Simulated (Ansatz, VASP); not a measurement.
## One calculation of H6C2O, two programs

```
C O H
1.0
     7.52907    0.00000    0.00000
     0.00000    7.52907    0.00000
     0.00000    0.00000    7.52907
C O H
8 4 24
Direct
  0.09153 0.43037 0.02251
  0.15876 0.57439 0.14445
  0.35637 0.93557 0.47719
  0.18088 0.02637 0.51476
  0.63386 0.43684 0.63702
  0.74901 0.56182 0.52898
  0.85250 0.92440 0.99427
  0.65857 0.88227 0.02303
  0.28460 0.68722 0.05295
  0.15421 0.16106 0.38420
  0.78446 0.49187 0.35739
  0.63809 0.71257 0.10499
  0.23768 0.80667 0.05138
  0.04710 0.65549 0.19408
  0.22614 0.51598 0.26089
  0.99944 0.34402 0.09649
  0.01988 0.48759 0.90826
  0.20213 0.34868 0.97266
  0.04075 0.21944 0.40522
  0.07138 0.92745 0.51086
  0.18307 0.08474 0.65110
  0.38057 0.82683 0.57343
  0.35749 0.87678 0.34211
  0.46699 0.03130 0.48629
  0.73819 0.57586 0.26837
  0.68327 0.69378 0.51894
  0.87745 0.58416 0.59958
  0.61815 0.48609 0.77431
  0.50077 0.42223 0.57671
  0.69515 0.30350 0.64285
  0.50956 0.68478 0.09665
  0.59688 0.98713 0.10614
  0.58870 0.88203 0.89333
  0.86591 0.05292 0.92552
  0.92358 0.93528 0.12201
  0.91644 0.82135 0.91208
```

Alike in both runs: functional PBEsol; k mesh 1 × 1 × 1; occupations fermi-dirac, width 0.05 eV; no spin polarisation.

Ansatz relaxed the structure, and its values are those at the end. VASP's run is a single point on that final structure, the one shown.

|  | VASP | Ansatz |
| --- | --- | --- |
| version | VASP 6.6.1 | Ansatz 0.2.0 |
| potentials or method | VASP PAW PBE potentials, release 64 (C, O, H), cutoff 520 eV | scalar-relativistic, plane waves, PAW |
| valence electrons in the cell | 80 | 80 |

```csv
,VASP,Ansatz,Ansatz less VASP
rms of the force components (eV/Å),0.091,0.076,-0.0152
```

VASP's potentials were made for PBE, not for PBEsol. The functional is the same, so the differences come from potentials, cutoffs and numerics.
